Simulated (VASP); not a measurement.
# TaN (P-6m2) in VASP: notebook, part 2 of 2

VASP 6.6.1.

### Step 3. Single point, r2SCAN

This run uses another cell than the first one, of 11.42 Å³/atom.

The input, POSCAR:

```
TaN
1.0
    2.9938596329      0.0000000029      0.0000000000
   -1.4969298190      2.5927584960      0.0000000000
    0.0000000000      0.0000000000      2.9414807600
Ta N
1 1
Direct
    0.3333333333      0.6666666667      0.5000000000
    0.0000000000      0.0000000000      0.0000000000
```

The input, INCAR.step1:

```
PREC     = Accurate       # precision mode
ENCUT    = 520            # plane-wave cutoff, eV
ISMEAR   = -1             # smearing method
SIGMA    = 0.1            # smearing width, eV
LREAL    = False          # projectors in reciprocal space
LASPH    = True           # aspherical terms in the spheres
NELM     = 80             # most SCF steps
NBANDS   = 15             # bands
GGA      = PE             # functional
ALGO     = Normal         # electronic algorithm
EDIFF    = 1E-4           # SCF threshold, eV
LWAVE    = True           # write WAVECAR
LCHARG   = False          # write CHGCAR
```

The input, INCAR.step2:

```
PREC     = Accurate       # precision mode
ENCUT    = 520            # plane-wave cutoff, eV
EDIFF    = 1E-6           # SCF threshold, eV
ISMEAR   = -1             # smearing method
SIGMA    = 0.1            # smearing width, eV
LREAL    = False          # projectors in reciprocal space
LASPH    = True           # aspherical terms in the spheres
NELM     = 80             # most SCF steps
ALGO     = Normal         # electronic algorithm
ISIF     = 2              # what is computed and relaxed
LWAVE    = False          # write WAVECAR
LCHARG   = False          # write CHGCAR
METAGGA  = R2SCAN         # meta-GGA
LMIXTAU  = True         
NBANDS   = 15             # bands
ISTART   = 1
```

The input, KPOINTS:

```
Automatic mesh
0
Gamma
  13 13 12
```

Potentials or basis: VASP PAW PBE potentials, release 64 (Ta_pv, N).

Started as:

```sh
cat potpaw_PBE.64/Ta_pv/POTCAR potpaw_PBE.64/N/POTCAR > POTCAR
cp INCAR.step1 INCAR
mpirun -np 1 vasp_std > vasp.out
cp INCAR.step2 INCAR
mpirun -np 1 vasp_std > vasp.out
```

OUTCAR:

```text
PREC = Accurate
   ENCUT = 520
   EDIFF = 1E-6
   ISMEAR = -1
   LREAL = False
   LASPH = True
   NELM = 80
   ISIF = 2
   METAGGA = R2SCAN
   ISTART = 1

 ion  position               nearest neighbor table
   1  0.333  0.667  0.500-   2 2.27   2 2.27   2 2.27   2 2.27   2 2.27   2 2.27
   2  0.000  0.000  0.000-   1 2.27   1 2.27   1 2.27   1 2.27   1 2.27   1 2.27

  LATTYP: Found a hexagonal cell.
 ALAT       =     2.9938596329
 C/A-ratio  =     0.9825045662

  Lattice vectors:

 A1 = (   2.9938596329,   0.0000000029,   0.0000000000)
 A2 = (  -1.4969298190,   2.5927584960,   0.0000000000)
 A3 = (   0.0000000000,   0.0000000000,   2.9414807600)

Analysis of symmetry for initial positions (statically):
=====================================================================
 Subroutine PRICEL returns:
 Original cell was already a primitive cell.

 Routine SETGRP: Setting up the symmetry group for a
 hexagonal supercell.

 Subroutine GETGRP returns: Found 12 space group operations
 (whereof 12 operations were pure point group operations)
 out of a pool of 24 trial point group operations.

[... 176 lines left out ...]
      6       3.0657      2.00000
      7       3.4826      2.00000
      8       4.5536      2.00000
      9       9.6791      0.00000
     10      11.0975      0.00000
     11      11.0975      0.00000
     12      11.5223      0.00000
     13      11.5223      0.00000
     14      17.9976      0.00000
[... 401 lines left out ...]
      2     -28.6520      2.00000
      3     -28.4992      2.00000
      4     -10.2104      2.00000
      5       1.9685      2.00000
      6       3.0646      2.00000
      7       3.3995      2.00000
      8       4.8204      2.00000
      9      10.1005      0.00000
     10      10.2688      0.00000
     11      11.1421      0.00000
     12      12.1261      0.00000
     13      12.4509      0.00000
     14      17.9976      0.00000
     15      21.0737      0.00000

 [... further k-points ...]

------------------------ aborting loop because EDIFF is reached ----------------------------------------

  FORCE on cell =-STRESS in cart. coord.  units (eV):
  Direction    XX          YY          ZZ          XY          YZ          ZX
  --------------------------------------------------------------------------------------
  -------------------------------------------------------------------------------------
  Total       -2.3791867     -2.3791867     -2.6480540      0.0000000     -0.0000000      0.0000000
  in kB     -166.9473776   -166.9473776   -185.8137733      0.0000000     -0.0000000      0.0000000
  external PRESSURE =    -173.2361761 kB  Pullay stress =       0.0000000 kB

 VOLUME and BASIS-vectors are now :
 -----------------------------------------------------------------------------
  energy-cutoff  :      520.00
  volume of cell :       22.83
      direct lattice vectors                 reciprocal lattice vectors
     2.993859633  0.000000003  0.000000000     0.334016995  0.192844803  0.000000000
    -1.496929819  2.592758496  0.000000000    -0.000000000  0.385689605  0.000000000
     0.000000000  0.000000000  2.941480760     0.000000000  0.000000000  0.339964828

 POSITION                                       TOTAL-FORCE (eV/Angst)
 -----------------------------------------------------------------------------------
     -0.00000      1.72851      1.47074        -0.000000     -0.000000      0.000000
      0.00000      0.00000      0.00000         0.000000      0.000000      0.000000
 -----------------------------------------------------------------------------------
    total drift:                                0.000000     -0.000000     -0.000000

  FREE ENERGIE OF THE ION-ELECTRON SYSTEM (eV)
  ---------------------------------------------------
  free  energy   TOTEN  =       -60.3301939445 eV

  energy  without entropy=      -60.3280293140  energy(sigma->0) =      -60.32911163
```

OUTCAR.step1:

```text
PREC = Accurate
   ENCUT = 520
   ISMEAR = -1
   LREAL = False
   LASPH = True
[... 654 lines left out ...]
     -0.00000      1.72851      1.47074        -0.000000      0.000000      0.000000
      0.00000      0.00000      0.00000         0.000000     -0.000000      0.000000
 -----------------------------------------------------------------------------------
    total drift:                                0.000000     -0.000000     -0.000000

  FREE ENERGIE OF THE ION-ELECTRON SYSTEM (eV)
  ---------------------------------------------------
  free  energy   TOTEN  =       -22.4077921974 eV

  energy  without entropy=      -22.4049076071  energy(sigma->0) =      -22.40634990
```

Run time: 2.9 min. Hardware: 1 thread of Intel Xeon 8259CL, shared host; peak memory 0.19 GiB.

What came out:

- Free energy: -60.3302 eV
- Pressure: -17.3 GPa
- Band gap on the k mesh: zero (bands 8 and 9 overlap by 0.35 eV)

Caveat: the cell stands under tension; the PAW data sets were made with another functional, which shifts forces and pressure a little; spin-orbit coupling is left out, which moves the levels of the heavy elements.
